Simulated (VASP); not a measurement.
# WSe2 (Cm) in VASP: a series of runs

The runs below take WSe2 through single point, with PBE.

Everything below comes from runs of VASP 6.6.1. Logs are shortened: lines on timing, memory, paths and dates and some standing lists are left out, and cuts for length are marked.

## (1) The cell of the first run

Symmetry: Cm, No. 8, monoclinic system. The conventional cell has a = 5.752 Å, b = 3.321 Å, c = 15.287 Å, α = 90.00°, β = 93.60°, γ = 90.00°. W (site symmetry m) has 5 Se at 2.36 to 2.55 Å within 3.1 Å. Within 3.4 Å of W (site symmetry m) lie 6 Se at 2.55 Å and 6 W at 3.32 Å. Within 3.4 Å of Se (site symmetry m) lie 3 W at 2.55 Å and 7 Se at 3.32 to 3.36 Å. Se (site symmetry m) has 2 W at 2.36 Å within 3.1 Å. Within 3.4 Å of Se (site symmetry m) lie 3 W at 2.55 Å and 7 Se at 3.32 to 3.36 Å. Within 3.5 Å of Se (site symmetry m) lie 3 W at 2.55 Å and 7 Se at 3.32 to 3.49 Å.

## (2) Single point, PBE (the part above a cut slid along it)

The input, INCAR:

```
SYSTEM = WSe2
PREC = Accurate
ENCUT = 520
EDIFF = 1E-6
ISMEAR = 0
SIGMA = 0.05
LREAL = .FALSE.
LASPH = .TRUE.
NELM = 80
ALGO = Normal
ISIF = 2
LWAVE = .FALSE.
LCHARG = .FALSE.
GGA = PE
NBANDS = 35
```

The input, KPOINTS:

```
regular mesh
0
G
  9 9 2
  0 0 0
```

The input, POSCAR:

```
WSe2
1.0
   -3.3206937274      0.0000000000      0.0000000000
   -1.6603468637     -2.8758051261      0.0000000000
   -4.1507011246     -2.3964084116     15.2573262715
W Se
2 4
Direct
    0.2875018333      0.2875018333      0.0550000000
    0.2041851667      0.2041851667      0.5550000000
   -0.0375017689     -0.0375017689      0.4450199235
   -0.1208184356     -0.1208184356      0.9450199235
   -0.2207945644     -0.2207945644      0.6649800765
    0.5291887689      0.5291887689      0.1649800765
```

Potentials or basis: VASP PAW PBE potentials, release 64 (W_sv, Se).

Command:

```console
$ cat potpaw_PBE.64/W_sv/POTCAR potpaw_PBE.64/Se/POTCAR > POTCAR
$ mpirun -np 1 vasp_std > vasp.out
```

OUTCAR:

```text
SYSTEM = WSe2
   PREC = Accurate
   ENCUT = 520
   EDIFF = 1E-6
   ISMEAR = 0
   LREAL = .FALSE.
   LASPH = .TRUE.
   NELM = 80
   ISIF = 2
   GGA = PE

 ion  position               nearest neighbor table
   1  0.288  0.288  0.055-   4 2.36   4 2.36   6 2.55   6 2.55   6 2.55
   2  0.204  0.204  0.555-   5 2.55   5 2.55   3 2.55   3 2.55   3 2.55   5 2.55
   3  0.962  0.962  0.445-   2 2.55   2 2.55   2 2.55
   4  0.879  0.879  0.945-   1 2.36   1 2.36
   5  0.779  0.779  0.665-   2 2.55   2 2.55   2 2.55
   6  0.529  0.529  0.165-   1 2.55   1 2.55   1 2.55

  LATTYP: Found a base centered monoclinic cell.
 ALAT       =     5.7516102522
 B/A-ratio  =     0.5773502692
 C/A-ratio  =     2.6579378524
 COS(beta)  =    -0.0627177945

  Lattice vectors:

 A1 = (  -3.3206937274,   0.0000000000,   0.0000000000)
 A2 = (  -1.6603468637,  -2.8758051261,   0.0000000000)
 A3 = (   0.8303394665,   0.4793967145,  15.2573262715)

Analysis of symmetry for initial positions (statically):
=====================================================================
 Subroutine PRICEL returns:
 Original cell was already a primitive cell.

 Routine SETGRP: Setting up the symmetry group for a
 base centered monoclinic supercell.

 Subroutine GETGRP returns: Found  2 space group operations
 (whereof  2 operations were pure point group operations)
 out of a pool of  4 trial point group operations.

The static configuration has the point symmetry C_1h.

Analysis of symmetry for dynamics (positions and initial velocities):
=====================================================================
 Subroutine PRICEL returns:
 Original cell was already a primitive cell.

 Routine SETGRP: Setting up the symmetry group for a
 base centered monoclinic supercell.

 Subroutine GETGRP returns: Found  2 space group operations
 (whereof  2 operations were pure point group operations)
 out of a pool of  4 trial point group operations.

The dynamic configuration has the point symmetry C_1h.

 Subroutine INISYM returns: Found  2 space group operations
 (whereof  2 operations are pure point group operations),
 and found     1 'primitive' translations

----------------------------------------------------------------------------------------

                                     Primitive cell

  volume of cell :     145.7024

[... 93 lines left out ...]
   LASPH  =      T    aspherical Exc in radial PAW
   ENCUT  =  520.0 eV  38.22 Ry    6.18 a.u.   6.17  6.17 29.74*2*pi/ulx,y,z
   NELM   =     80;   NELMIN=  2; NELMDL= -5     # of ELM steps
   EDIFF  = 0.1E-05   stopping-criterion for ELM
   LREAL  =      F    real-space projection
   EDIFFG = 0.1E-04   stopping-criterion for IOM
   NSW    =      0    number of steps for IOM
   IBRION =     -1    ionic relax: 0-MD 1-quasi-New 2-CG
   NFREE  =      0    steps in history (QN), initial steepest desc. (CG)
   ISIF   =      2    stress and relaxation
   ISYM   =      2    0-nonsym 1-usesym 2-fastsym
   POTIM  = 0.5000    time-step for ionic-motion
   TEBEG  =    0.0;   TEEND  =   0.0 temperature during run
   PSTRESS=    0.0 pullay stress
   NELECT =      52.0000    total number of electrons
   NUPDOWN=      -1.0000    fix difference up-down
   EMIN   =  10.00;   EMAX   =-10.00  energy-range for DOS
   EFERMI =   0.00;   METHOD = LEGACY
   ISMEAR =     0;   SIGMA  =   0.05  broadening in eV -4-tet -1-fermi 0-gaus
   EFERMI_NEDOS =   21; number of points for ismear=-14 and -15
   IALGO  =     38    algorithm
   IMIX   =      4    mixing-type and parameters
     AMIX     =   0.40;   BMIX     =  1.00
     AMIX_MAG =   1.60;   BMIX_MAG =  1.00
  volume/ion in A,a.u.               =      24.28       163.87
  Fermi-wavevector in a.u.,A,eV,Ry     =   1.161236  2.194417 18.347025  1.348468
  Thomas-Fermi vector in A             =   2.297810
   LORBIT       =      0    0 simple, 1 ext, 2 COOP (PROOUT), +10 PAW based schemes
   GGA     = PE    functional components
   LHFCALC =     F    Hartree Fock is set to
   AEXX    =    0.0000 exact exchange contribution
   IVDW    =     0    specifies the selected vdW correction
   LEPSILON=     F    determine dielectric tensor
   LRPA    =     F    only Hartree local field effects (RPA)
 non-spin polarized calculation
 Gauss-broadening in eV      SIGMA  =   0.05
  energy-cutoff  :      520.00
  volume of cell :      145.70
 maximum number of plane-waves:      3946
 NGX is ok and might be reduce to    28
   NGX = 13   NGY = 13   NGZ = 59

 number of electron      52.0000000 magnetization

 Free energy of the ion-electron system (eV)
  ---------------------------------------------------
  ext. energy  EPLUGINS =         0.00000000
  ---------------------------------------------------
  free energy    TOTEN  =       -41.41494382 eV

  energy without entropy =      -41.41177435  energy(sigma->0) =      -41.41335909

 E-fermi :   4.8275     XC(G=0):  -9.5162

 val. band max:        4.7954312567   @ k =  -0.1111   0.1111   0.5000
 cond. band min:       4.8415531537   @ k =   0.2222   0.0000  -0.0000
 fundamental gap:      0.0461218971
 Fermi energy:         4.8275449747

 k-point     1 :       0.0000    0.0000    0.0000
  band No.  band energies     occupation
      1     -69.8927      2.00000
      2     -69.8398      2.00000
      3     -34.1241      2.00000
      4     -34.1122      2.00000
      5     -34.0468      2.00000
      6     -34.0101      2.00000
[... 901 lines left out ...]
     34       8.7768      0.00000
     35       8.9016      0.00000

 [... further k-points ...]
[... 5 lines left out ...]
  --------------------------------------------------------------------------------------
  -------------------------------------------------------------------------------------
  Total        1.2852487      3.4717993      6.2447241     -1.8936084     -0.1219131     -0.2111596
  in kB       14.1328925     38.1767090     68.6684315    -20.8225559     -1.3405841     -2.3219601
  external PRESSURE =      40.3260110 kB  Pullay stress =       0.0000000 kB

 VOLUME and BASIS-vectors are now :
 -----------------------------------------------------------------------------
  energy-cutoff  :      520.00
  volume of cell :      145.70
      direct lattice vectors                 reciprocal lattice vectors
    -3.320693727  0.000000000  0.000000000    -0.301141894  0.173864354 -0.054616385
    -1.660346864 -2.875805126  0.000000000     0.000000000 -0.347728708 -0.054616385
    -4.150701125 -2.396408412 15.257326272     0.000000000  0.000000000  0.065542283

 POSITION                                       TOTAL-FORCE (eV/Angst)
 -----------------------------------------------------------------------------------
     -1.66035     -0.95860      0.83915        -1.063076     -0.613767      3.353703
     -3.32069     -1.91720      8.46782         0.001369      0.000791     -0.004163
     -6.64139     -3.83441      6.78981        -0.000251     -0.000145     -0.048227
     -8.30173     -4.79301     14.41848         0.593564      0.342694     -3.500880
     -6.64139     -3.83441     10.14582        -0.000345     -0.000199      0.053840
     -3.32069     -1.91720      2.51715         0.468739      0.270626      0.145727
 -----------------------------------------------------------------------------------
    total drift:                               -0.000088     -0.000051      0.000029

  FREE ENERGIE OF THE ION-ELECTRON SYSTEM (eV)
  ---------------------------------------------------
  free  energy   TOTEN  =       -41.4149438210 eV

  energy  without entropy=      -41.4117743532  energy(sigma->0) =      -41.41335909
```

OSZICAR:

```text
N       E                     dE             d eps       ncg     rms          rms(c)
DAV:   1     0.500798959878E+03    0.50080E+03   -0.27412E+04  3900   0.140E+03
DAV:   2    -0.116748896839E+02   -0.51247E+03   -0.49553E+03  4196   0.374E+02
DAV:   3    -0.425944164866E+02   -0.30920E+02   -0.30368E+02  4327   0.870E+01
DAV:   4    -0.433732716475E+02   -0.77886E+00   -0.77417E+00  4290   0.143E+01
DAV:   5    -0.433865701394E+02   -0.13298E-01   -0.13289E-01  4261   0.201E+00    0.292E+01
DAV:   6    -0.419580003273E+02    0.14286E+01   -0.78056E+00  3931   0.167E+01    0.107E+01
DAV:   7    -0.417680117065E+02    0.18999E+00   -0.52653E+00  3795   0.102E+01    0.652E+00
DAV:   8    -0.414199143615E+02    0.34810E+00   -0.10966E+00  3857   0.553E+00    0.168E+00
DAV:   9    -0.414148333889E+02    0.50810E-02   -0.10502E-01  4002   0.166E+00    0.545E-01
DAV:  10    -0.414145543697E+02    0.27902E-03   -0.10196E-02  4156   0.550E-01    0.316E-01
DAV:  11    -0.414147437671E+02   -0.18940E-03   -0.12095E-03  4215   0.217E-01    0.846E-02
DAV:  12    -0.414148575550E+02   -0.11379E-03   -0.28545E-04  4214   0.896E-02    0.440E-02
DAV:  13    -0.414149126175E+02   -0.55062E-04   -0.95499E-05  3794   0.472E-02    0.232E-02
DAV:  14    -0.414149374700E+02   -0.24853E-04   -0.31641E-05  3597   0.277E-02    0.965E-03
DAV:  15    -0.414149432783E+02   -0.58083E-05   -0.70559E-06  3760   0.135E-02    0.309E-03
DAV:  16    -0.414149438210E+02   -0.54269E-06   -0.96409E-07  2776   0.537E-03
   1 F= -.41414944E+02 E0= -.41413359E+02  d E =-.316947E-02
```

Run time: 2.4 min. Hardware: 1 thread of Intel Xeon 6975P-C (Granite Rapids), shared host; peak memory 0.41 GiB.

What came out:

```yaml
Free_energy: -41.4149 eV
Pressure: 4.0 GPa
Largest_force: 3.571 eV/Å
Band_gap_on_the_k_mesh: zero (bands 26 and 27 overlap by 0.08 eV)
```

Forces on the atoms (eV/Å):
```
W   -1.063 -0.614  3.354
W    0.001  0.001 -0.004
Se   0.000  0.000 -0.048
Se   0.594  0.343 -3.501
Se   0.000  0.000  0.054
Se   0.469  0.271  0.146
```

Caveat: the cell differs from its parent crystal (the part above a cut slid along it); the stress differs along the axes, from 1 to 7 GPa; spin-orbit coupling is left out, which moves the levels of the heavy elements; this functional lacks dispersion, which binds layers or chains, so the pressure and a relaxed spacing across them are unreliable; forces of over 1 eV/Å act on the atoms, so gaps and moduli don't describe the material at rest.

## (3) Single point, PBE (the part above a cut slid along it)

The input, INCAR:

```
SYSTEM = WSe2
PREC     = Accurate       ! precision mode
ENCUT    = 520            ! plane-wave cutoff, eV
EDIFF    = 1E-6           ! SCF threshold, eV
ISMEAR   = 0              ! smearing method
SIGMA    = 0.05           ! smearing width, eV
LREAL    = .False.        ! projectors in reciprocal space
LASPH    = .True.         ! aspherical terms in the spheres
NELM     = 80             ! most SCF steps
ALGO     = Normal         ! electronic algorithm
ISIF     = 2              ! what is computed and relaxed
LWAVE    = .False.        ! write WAVECAR
LCHARG   = .True.         ! write CHGCAR
GGA      = PE             ! functional
LELF     = .True.         ! ELF
LVHAR    = .True.       
NBANDS   = 35             ! bands
```

The input, KPOINTS:

```
Automatic mesh
0
Gamma
  9 9 2
  0 0 0
```

The input, POSCAR:

```
WSe2
1.0
   -3.3206937274      0.0000000000      0.0000000000
   -1.6603468637     -2.8758051261      0.0000000000
   -2.9054409768     -1.6774571301     15.2573262715
W Se
2 4
Direct
    0.3012518333      0.3012518333      0.0550000000
    0.3429351667      0.3429351667      0.5550000000
    0.0737532120      0.0737532120      0.4450199235
    0.1154365453      0.1154365453      0.9450199235
   -0.0545495453     -0.0545495453      0.6649800765
    0.5704337880      0.5704337880      0.1649800765
```

Potentials or basis: VASP PAW PBE potentials, release 64 (W_sv, Se).

Command:

```console
$ cat potpaw_PBE.64/W_sv/POTCAR potpaw_PBE.64/Se/POTCAR > POTCAR
$ mpirun -np 1 vasp_std > vasp.out
```

It took 2.7 min on 1 thread of Intel Xeon 6975P-C (Granite Rapids), shared host; peak memory 0.41 GiB.

Results (log left out):

```
Free energy            : -41.5787 eV
Pressure               : 3.9 GPa
Largest force          : 5.364 eV/Å
Band gap on the k mesh : zero (bands 26 and 27 overlap by 0.03 eV)
```

Forces in eV/Å, atoms in the order of the input:
```
W   -3.056 -1.765  3.099
W    0.000  0.000 -0.001
Se   0.000  0.000 -0.053
Se   3.629  2.095 -3.349
Se   0.001  0.000  0.052
Se  -0.573 -0.331  0.252
```

Stress tensor (GPa, compression positive):
```
 4.40  3.28 -7.76
 3.28  0.61 -4.48
-7.76 -4.48  6.75
```

Levels at points of the mesh, in eV from the Fermi level:
| k point | band 23 | band 24 | band 25 | band 26 | band 27 | band 28 | band 29 | band 30 |
| --- | --- | --- | --- | --- | --- | --- | --- | --- |
| (0.00, 0.00, 0.00) | -2.16 | -1.46 | -1.37 | -0.92 | 0.47 | 0.70 | 1.88 | 1.88 |
| (0.00, 0.00, 0.50) | -2.11 | -1.46 | -1.28 | -0.96 | 0.47 | 0.70 | 1.88 | 1.88 |

Caveat: the cell differs from its parent crystal (the part above a cut slid along it); the stress differs along the axes, from 1 to 7 GPa; spin-orbit coupling is left out, which moves the levels of the heavy elements; this functional lacks dispersion, which binds layers or chains, so the pressure and a relaxed spacing across them are unreliable; forces of over 1 eV/Å act on the atoms, so gaps and moduli don't describe the material at rest.

## (4) Single point, PBE (the part above a cut slid along it)

The input, INCAR:

```
PREC     = Accurate       # precision mode
ENCUT    = 520            # plane-wave cutoff, eV
EDIFF    = 1E-7           # SCF threshold, eV
ISMEAR   = 0              # smearing method
SIGMA    = 0.05           # smearing width, eV
LREAL    = False          # projectors in reciprocal space
LASPH    = True           # aspherical terms in the spheres
NELM     = 80             # most SCF steps
ALGO     = Normal         # electronic algorithm
ISIF     = 2              # what is computed and relaxed
LWAVE    = False          # write WAVECAR
LCHARG   = False          # write CHGCAR
GGA      = PE             # functional
NBANDS   = 35             # bands
```

The input, KPOINTS:

```
regular mesh
0
Gamma
  9 9 2
```

The input, POSCAR:

```
WSe2
1.0
   -3.3206937274      0.0000000000      0.0000000000
   -1.6603468637     -2.8758051261      0.0000000000
   -3.7357804433     -2.1568538446     15.2573262715
W Se
2 4
Direct
    0.2920833333      0.2920833333      0.0550000000
    0.2504166667      0.2504166667      0.5550000000
   -0.0004316093     -0.0004316093      0.4450199235
   -0.0420982760     -0.0420982760      0.9450199235
   -0.1654017240     -0.1654017240      0.6649800765
    0.5429316093      0.5429316093      0.1649800765
```

Command:

```console
$ cat potpaw_PBE.64/W_sv/POTCAR potpaw_PBE.64/Se/POTCAR > POTCAR
$ mpirun -np 1 vasp_std > vasp.out
```

Run time: 2.7 min. Hardware: 1 thread of Intel Xeon 6975P-C (Granite Rapids), shared host; peak memory 0.41 GiB.

The run converged. Its results:

* Free energy: -41.9631 eV
* Pressure: 2.6 GPa
* Largest force: 2.590 eV/Å
* Band gap on the k mesh: zero (bands 26 and 27 overlap by 0.23 eV)

Forces on the atoms (eV/Å):
```
W    1.112  0.642  1.629
W    0.001  0.000 -0.003
Se   0.000  0.000 -0.050
Se  -1.548 -0.894 -1.875
Se  -0.001 -0.001  0.052
Se   0.437  0.252  0.245
```

Stress tensor (GPa, compression positive):
```
 1.01 -1.59  3.67
-1.59  2.85  2.12
 3.67  2.12  4.05
```

Levels at points of the mesh, in eV from the Fermi level:
| k point | band 23 | band 24 | band 25 | band 26 | band 27 | band 28 | band 29 | band 30 |
| --- | --- | --- | --- | --- | --- | --- | --- | --- |
| (0.00, 0.00, 0.00) | -1.67 | -1.43 | -1.12 | -0.92 | 0.42 | 0.85 | 2.11 | 2.11 |
| (0.00, 0.00, 0.50) | -1.67 | -1.27 | -1.06 | -1.04 | 0.42 | 0.85 | 2.11 | 2.11 |

Caveat: the cell differs from its parent crystal (the part above a cut slid along it); spin-orbit coupling is left out, which moves the levels of the heavy elements; this functional lacks dispersion, which binds layers or chains, so the pressure and a relaxed spacing across them are unreliable; forces of over 1 eV/Å act on the atoms, so gaps and moduli don't describe the material at rest.

## (5) Single point, PBE (the part above a cut slid along it)

The input, INCAR:

```
SYSTEM = WSe2
PREC = Accurate ; ENCUT = 520
EDIFF = 1E-6 ; ISMEAR = 0
SIGMA = 0.05 ; LREAL = .FALSE.
LASPH = .TRUE. ; NELM = 80
ALGO = Normal ; ISIF = 2
LWAVE = .FALSE. ; LCHARG = .FALSE.
GGA = PE ; NBANDS = 35
```

The input, KPOINTS:

```
regular mesh
0
G
  9 9 2
  0 0 0
```

The input, POSCAR:

```
WSe2
1.0
   -3.3206937274      0.0000000000      0.0000000000
   -1.6603468637     -2.8758051261      0.0000000000
   -0.8303394665     -0.4793967145     15.2573262715
W Se
2 4
Direct
    0.3241648333      0.3241648333      0.0550000000
    0.5741481667      0.5741481667      0.5550000000
    0.2591485121      0.2591485121      0.4450199235
    0.5091318454      0.5091318454      0.9450199235
    0.2224811546      0.2224811546      0.6649800765
    0.6391644879      0.6391644879      0.1649800765
```

Command:

```console
$ cat potpaw_PBE.64/W_sv/POTCAR potpaw_PBE.64/Se/POTCAR > POTCAR
$ mpirun -np 1 vasp_std > vasp.out
```

It took 2.3 min on 1 thread of Intel Xeon 6975P-C (Granite Rapids), shared host; peak memory 0.41 GiB.

It converged, with:

```yaml
Free_energy: -38.4590 eV
Pressure: 13.8 GPa
Largest_force: 18.312 eV/Å
Band_gap_on_the_k_mesh: 0.10 eV (least direct gap 0.60 eV)
```

Forces on the atoms (eV/Å):
```
W     7.239   4.179  15.301
W    -0.001  -0.001   0.008
Se    0.000   0.000  -0.056
Se   -8.051  -4.648 -15.777
Se   -0.001  -0.001   0.047
Se    0.814   0.470   0.477
```

Stress tensor (GPa, compression positive):
```
 7.46  3.03 16.37
 3.03  3.96  9.45
16.37  9.45 30.12
```

Levels at points of the mesh, in eV from the valence-band top:
```
           k point  band 22  band 23  band 24  band 25  band 26  band 27  band 28  band 29  band 30  band 31
(0.00, 0.00, 0.00)    -2.04    -2.04    -1.12    -0.79    -0.63     0.10     1.41     2.09     2.09     2.26
(0.00, 0.00, 0.50)    -2.04    -2.04    -1.17    -0.74    -0.63     0.10     1.42     2.09     2.09     2.26
```

Caveat: the cell differs from its parent crystal (the part above a cut slid along it); the stress differs along the axes, from 4 to 30 GPa; spin-orbit coupling is left out, which moves the levels of the heavy elements; this functional lacks dispersion, which binds layers or chains, so the pressure and a relaxed spacing across them are unreliable; forces of over 1 eV/Å act on the atoms, so gaps and moduli don't describe the material at rest. A k mesh can miss the band edges.

## (6) The runs side by side

```csv
cell,gap on the mesh (eV),pressure (GPa),largest force (eV/Å)
"a = 3.321, b = 3.321, c = 15.992 Å, angles 75.0, 75.0, 60.0°, 6 atoms",none,4.0,3.57
"a = 3.321, b = 3.321, c = 15.622 Å, angles 79.3, 79.3, 60.0°, 6 atoms",none,3.9,5.36
"a = 3.321, b = 3.321, c = 15.855 Å, angles 76.4, 76.4, 60.0°, 6 atoms",none,2.6,2.59
"a = 3.321, b = 3.321, c = 15.287 Å, angles 86.9, 86.9, 60.0°, 6 atoms",0.10,13.8,18.31
```

Alike in all rows: task single point; level PBE; potentials or basis VASP PAW PBE potentials, release 64 (W_sv, Se); no spin polarisation; k mesh 9 × 9 × 2; cutoff (eV) 520; smearing gaussian 0.05 eV.

Caveats: spin-orbit coupling is left out, which moves the levels of the heavy elements; this functional lacks dispersion, which binds layers or chains, so the pressure and a relaxed spacing across them are unreliable; forces of over 1 eV/Å act on the atoms, so gaps and moduli don't describe the material at rest; the stress differs along the axes, from 1 to 7 GPa (at least some runs); the stress differs along the axes, from 4 to 30 GPa (at least some runs).

Absolute energies hang on the potentials; compare differences alone.

The gap in the log of VASP goes by the Fermi energy; the results here count the filled bands.